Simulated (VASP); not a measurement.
# Zr2Ge2W (P6/mmm) in VASP: single point with PBE

Aim: the single point of Zr2Ge2W with PBE.

Program: VASP 6.6.1. These are calculated values, not measurements. Logs are shortened: lines on timing, memory, paths and dates and some standing lists are left out, and cuts for length are marked.

## Step 1: The cell of the first run

The structure is hexagonal, space group P6/mmm (No. 191). The conventional cell has a = 3.978 Å, b = 3.978 Å, c = 8.592 Å, α = 90.00°, β = 90.00°, γ = 120.00°. Within 3.3 Å of Zr (site symmetry 6mm) lie 1 W at 2.48 Å and 6 Ge at 2.93 Å. Ge (site symmetry -6m2) has 3 Ge at 2.30 Å and 6 Zr at 2.93 Å within 3.0 Å. Within 3.3 Å of W (site symmetry 6/mmm) lie 2 Zr at 2.48 Å.

The cell was generated, and may not be a known phase.

## Step 2: Single point, PBE, collinear spin

INCAR

```
PREC = Accurate
ENCUT = 500
EDIFF = 1E-6
ISMEAR = 0
SIGMA = 0.1
LREAL = F
LASPH = T
NELM = 200
ALGO = Normal
ISIF = 2
LWAVE = F
LCHARG = F
ISPIN = 2
MAGMOM = 1 1 0 0 0
LORBIT = 11
LMAXMIX = 4
GGA = PE
NBANDS = 45
GGA_COMPAT = F
```

KPOINTS

```
regular mesh
0
Gamma
  6 6 2
```

POSCAR

```
Zr2Ge2W
1.0
    3.9781488587      0.0000000000      0.0000000000
   -1.9890744294      3.4451779717      0.0000000000
    0.0000000000      0.0000000000      8.5916519998
Zr Ge W
2 2 1
Direct
    0.0000000000      0.0000000000      0.2889488923
    0.0000000000      0.0000000000      0.7110511077
    0.3333333333      0.6666666667      0.5000000000
    0.6666666667      0.3333333333      0.5000000000
    0.0000000000      0.0000000000      0.0000000000
```

Potentials or basis: VASP PAW PBE potentials, release 64 (Zr_sv, Ge_d, W_sv).

Command:

```
$ cat potpaw_PBE.64/Zr_sv/POTCAR potpaw_PBE.64/Ge_d/POTCAR potpaw_PBE.64/W_sv/POTCAR > POTCAR
$ mpirun -np 1 vasp_std > vasp.out
```

OUTCAR:

```text
PREC = Accurate
   ENCUT = 500
   EDIFF = 1E-6
   ISMEAR = 0
   LREAL = F
   LASPH = T
   NELM = 200
   ISIF = 2
   ISPIN = 2
   LORBIT = 11
   GGA = PE

 ion  position               nearest neighbor table
   1  0.000  0.000  0.289-   5 2.48   4 2.93   3 2.93   4 2.93   3 2.93   4 2.93   3 2.93   2 3.63

   2  0.000  0.000  0.711-   5 2.48   4 2.93   3 2.93   4 2.93   3 2.93   4 2.93   3 2.93   1 3.63

   3  0.333  0.667  0.500-   4 2.30   4 2.30   4 2.30   1 2.93   2 2.93   2 2.93   1 2.93   2 2.93
                             1 2.93
   4  0.667  0.333  0.500-   3 2.30   3 2.30   3 2.30   1 2.93   2 2.93   1 2.93   2 2.93   1 2.93
                             2 2.93
   5  0.000  0.000  0.000-   1 2.48   2 2.48

  LATTYP: Found a hexagonal cell.
 ALAT       =     3.9781488587
 C/A-ratio  =     2.1597110377

  Lattice vectors:

 A1 = (   3.9781488587,   0.0000000000,   0.0000000000)
 A2 = (  -1.9890744294,   3.4451779717,   0.0000000000)
 A3 = (   0.0000000000,   0.0000000000,   8.5916519998)

Analysis of symmetry for initial positions (statically):
=====================================================================
 Subroutine PRICEL returns:
 Original cell was already a primitive cell.

 Routine SETGRP: Setting up the symmetry group for a
 hexagonal supercell.

 Subroutine GETGRP returns: Found 24 space group operations
 (whereof 24 operations were pure point group operations)
 out of a pool of 24 trial point group operations.

The static configuration has the point symmetry D_6h.

Analysis of symmetry for dynamics (positions and initial velocities):
=====================================================================
 Subroutine PRICEL returns:
 Original cell was already a primitive cell.

 Routine SETGRP: Setting up the symmetry group for a
 hexagonal supercell.

 Subroutine GETGRP returns: Found 24 space group operations
 (whereof 24 operations were pure point group operations)
 out of a pool of 24 trial point group operations.

The dynamic configuration has the point symmetry D_6h.

Analysis of structural, dynamic, and magnetic symmetry:
=====================================================================
 Subroutine PRICEL returns:
 Original cell was already a primitive cell.

 Routine SETGRP: Setting up the symmetry group for a
 hexagonal supercell.

 Subroutine GETGRP returns: Found 24 space group operations
 (whereof 24 operations were pure point group operations)
 out of a pool of 24 trial point group operations.

The overall configuration has the point symmetry D_6h.
[... 125 lines left out ...]
 spin polarized calculation
 Gauss-broadening in eV      SIGMA  =   0.10
  energy-cutoff  :      500.00
  volume of cell :      117.75
 maximum number of plane-waves:      3024
 NGX is ok and might be reduce to    30
   NGX = 15   NGY = 15   NGZ = 31

 number of electron      65.9999993 magnetization       0.0157937

 number of electron      65.9999993 magnetization      -0.0005298

 Free energy of the ion-electron system (eV)
  ---------------------------------------------------
  ext. energy  EPLUGINS =         0.00000000
  ---------------------------------------------------
  free energy    TOTEN  =       -33.77475690 eV

  energy without entropy =      -33.75928052  energy(sigma->0) =      -33.76701871

 E-fermi :   6.7648     XC(G=0): -10.5346

 val. band max:        6.7572732491   @ k =   0.0000   0.0000   0.0000
 cond. band min:       6.9167886792   @ k =   0.1667   0.1667   0.0000
 fundamental gap:      0.1595154301
 Fermi energy:         6.7647614947

 spin component 1

 k-point     1 :       0.0000    0.0000    0.0000
  band No.  band energies     occupation
      1     -67.1569      1.00000
      2     -42.4121      1.00000
      3     -42.4091      1.00000
      4     -31.4190      1.00000
      5     -31.4190      1.00000
      6     -31.2935      1.00000
[... 661 lines left out ...]
     44      11.2016      0.00000
     45      12.1577      0.00000
 Fermi energy:         6.7647614947

 spin component 2

 k-point     1 :       0.0000    0.0000    0.0000
  band No.  band energies     occupation
      1     -67.1569      1.00000
      2     -42.4122      1.00000
      3     -42.4092      1.00000
      4     -31.4190      1.00000
      5     -31.4190      1.00000
      6     -31.2935      1.00000
[... 661 lines left out ...]
     44      11.2014      0.00000
     45      12.1576      0.00000

------------------------ aborting loop because EDIFF is reached ----------------------------------------

  FORCE on cell =-STRESS in cart. coord.  units (eV):
  Direction    XX          YY          ZZ          XY          YZ          ZX
  --------------------------------------------------------------------------------------
  -------------------------------------------------------------------------------------
  Total        0.3399158      0.3399158     -0.6466678     -0.0000000      0.0000000     -0.0000000
  in kB        4.6250089      4.6250089     -8.7987792     -0.0000000      0.0000000     -0.0000000
  external PRESSURE =       0.1504129 kB  Pullay stress =       0.0000000 kB

 VOLUME and BASIS-vectors are now :
 -----------------------------------------------------------------------------
  energy-cutoff  :      500.00
  volume of cell :      117.75
      direct lattice vectors                 reciprocal lattice vectors
     3.978148859  0.000000000  0.000000000     0.251373198  0.145130383  0.000000000
    -1.989074429  3.445177972  0.000000000     0.000000000  0.290260767  0.000000000
     0.000000000  0.000000000  8.591652000     0.000000000  0.000000000  0.116392051

 POSITION                                       TOTAL-FORCE (eV/Angst)
 -----------------------------------------------------------------------------------
      0.00000      0.00000      2.48255         0.000000     -0.000000      0.146049
      0.00000      0.00000      6.10910        -0.000000      0.000000     -0.146049
     -0.00000      2.29679      4.29583         0.000000     -0.000000     -0.000000
      1.98907      1.14839      4.29583        -0.000000     -0.000000     -0.000000
      0.00000      0.00000      0.00000         0.000000     -0.000000     -0.000000
 -----------------------------------------------------------------------------------
    total drift:                                0.000000     -0.000000      0.000000

  FREE ENERGIE OF THE ION-ELECTRON SYSTEM (eV)
  ---------------------------------------------------
  free  energy   TOTEN  =       -33.7747569020 eV

  energy  without entropy=      -33.7592805220  energy(sigma->0) =      -33.76701871

 total charge

# of ion       s       p       d       tot
------------------------------------------
    1        2.132   5.950   1.802   9.884
    2        2.132   5.950   1.802   9.884
    3        1.124   1.440  10.119  12.683
    4        1.124   1.440  10.119  12.683
    5        2.402   6.029   3.451  11.883
--------------------------------------------------
tot          8.914  20.810  27.292  57.017

 magnetization (x)

# of ion       s       p       d       tot
------------------------------------------
    1        0.000  -0.000   0.000   0.000
    2        0.000  -0.000   0.000   0.000
    3       -0.000  -0.000  -0.000  -0.000
    4       -0.000  -0.000  -0.000  -0.000
    5       -0.000  -0.000  -0.000  -0.000
--------------------------------------------------
tot         -0.000  -0.000  -0.000  -0.000
```

Run time: 2.7 min. Hardware: 1 thread of Oxide Virtual Turin-like, shared host; peak memory 0.3 GiB.

Results:

| Property | Result |
| --- | --- |
| Free energy | -33.7748 eV |
| Pressure | 0.0 GPa |
| Largest force | 0.146 eV/Å |
| Band gap on the k mesh | zero (filled and empty bands overlap) |
| Net moment | 0.00 μB per cell |
| Valence electrons inside the program's atomic spheres | Zr 9.88; Ge 12.68; W 11.88 |

Forces on the atoms (eV/Å):
```
Zr   0.000  0.000  0.146
Zr   0.000  0.000 -0.146
Ge   0.000  0.000  0.000
Ge   0.000  0.000  0.000
W    0.000  0.000  0.000
```

Stress tensor (GPa, compression positive):
```
 0.46  0.00  0.00
 0.00  0.46  0.00
 0.00  0.00 -0.88
```

Caveat: the k points lie up to 0.37 Å⁻¹ apart, too coarse for converged energies and pressures of a metal; spin-orbit coupling is left out, which moves the levels of the heavy elements.

The gap in the log of VASP goes by the Fermi energy; the results here count the filled bands.